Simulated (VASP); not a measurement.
The system is ScGa3N2.

```xyz
6
Lattice="3.7900 0.0000 0.0000 -1.8950 3.2823 0.0000 0.0000 0.0000 9.1858" Properties=species:S:1:pos:R:3 pbc="T T T"
Sc    0.0000    2.1882    6.0888
Ga    0.0000    0.0000    2.3020
Ga    1.8950    1.0941    5.4563
Ga    0.0000    2.1882    8.3364
N     0.0000    0.0000    9.1558
N     1.8950    1.0941    3.1076
```

The cell was generated, and may not be a known phase.

| Quantity | Value |
| --- | --- |
| Program | VASP 6.6.1 |
| Task | relaxation of cell and atoms |
| Functional | PBE |
| Potentials or basis | VASP PAW PBE potentials, release 64 (Sc_sv, Ga_d, N) |
| Cutoff | 600 eV |
| k mesh | 4 × 4 × 2 |
| Occupations | gaussian, width 0.15 eV |
| Spin | no spin polarisation |

At the start: pressure 1.5 GPa; volume 19.05 Å³/atom.

Where does the relaxation end?

Over 26 steps the energy falls by 1366.5 meV/atom and the volume is 15.60 Å³/atom (-18.1 %); space group P3m1 (No. 156, to 0.1 Å) before and after.

Step by step:
| step | energy change (eV) | largest force (eV/Å) | pressure (GPa) | volume (Å³) |
| --- | --- | --- | --- | --- |
| 1 | 0.0000 | 6.7796 | 1.46 | 114.27 |
| 2 | -2.3056 | 5.0752 | -3.73 | 117.17 |
| 3 | -2.8388 | 4.3394 | -4.48 | 118.79 |
| 4 | -2.8940 | 3.9657 | -2.92 | 122.06 |
| 5 | -3.0356 | 3.5536 | -4.15 | 120.48 |
| 6 | -4.6078 | 5.7749 | -1.44 | 111.17 |
| 7 | -4.7369 | 7.7299 | 0.40 | 108.57 |
| 8 | -5.2380 | 6.8027 | 0.02 | 106.65 |
| 9 | -6.3381 | 4.7815 | 0.53 | 100.86 |
| 10 | -5.8298 | 5.0547 | 17.17 | 89.21 |
| 11 | -6.6566 | 4.9033 | 3.35 | 96.70 |
| 12 | -7.0091 | 3.0219 | 0.64 | 97.94 |
| 13 | -7.4118 | 1.4417 | -4.51 | 101.65 |
| 14 | -7.5604 | 1.4144 | -3.43 | 100.15 |
| 15 | -7.8777 | 1.2658 | 0.34 | 95.66 |
| 16 | -7.7156 | 1.8409 | 10.79 | 86.79 |
| 17 | -7.9640 | 1.2877 | 3.55 | 92.49 |
| 18 | -8.1063 | 0.9600 | 1.48 | 93.43 |
| 19 | -8.1684 | 0.5120 | -0.53 | 94.45 |
| 20 | -8.1688 | 0.4822 | -0.69 | 94.54 |
| 21 | -8.1887 | 0.2080 | -0.02 | 94.06 |
| 22 | -8.1895 | 0.1782 | 0.11 | 93.95 |
| 23 | -8.1926 | 0.1442 | -0.02 | 94.00 |
| 24 | -8.1963 | 0.2136 | -0.36 | 94.13 |
| 25 | -8.1985 | 0.0844 | -0.11 | 93.81 |
| 26 | -8.1989 | 0.0680 | 0.03 | 93.63 |

Final structure:
```cif
data_structure
_symmetry_space_group_name_H-M 'P 1'
_symmetry_Int_Tables_number 1
_cell_length_a 3.2025
_cell_length_b 3.2025
_cell_length_c 10.5414
_cell_angle_alpha 90.000
_cell_angle_beta 90.000
_cell_angle_gamma 120.000
_cell_volume 93.63
loop_
_atom_site_label
_atom_site_type_symbol
_atom_site_fract_x
_atom_site_fract_y
_atom_site_fract_z
_atom_site_occupancy
Sc1 Sc 0.33333 0.66667 0.69611 1
Ga1 Ga 0.00000 0.00000 0.23559 1
Ga2 Ga 0.66667 0.33333 0.48550 1
Ga3 Ga 0.33333 0.66667 0.98134 1
N1 N 0.00000 0.00000 0.05098 1
N2 N 0.66667 0.33333 0.30048 1
```

Caveat: the k points lie up to 0.57 Å⁻¹ apart in the final cell; the volume moved by over 15 % at a fixed basis, so the end points are rough; the relaxation stopped at a loose force limit of 0.08 eV/Å, so its end isn't a converged minimum.
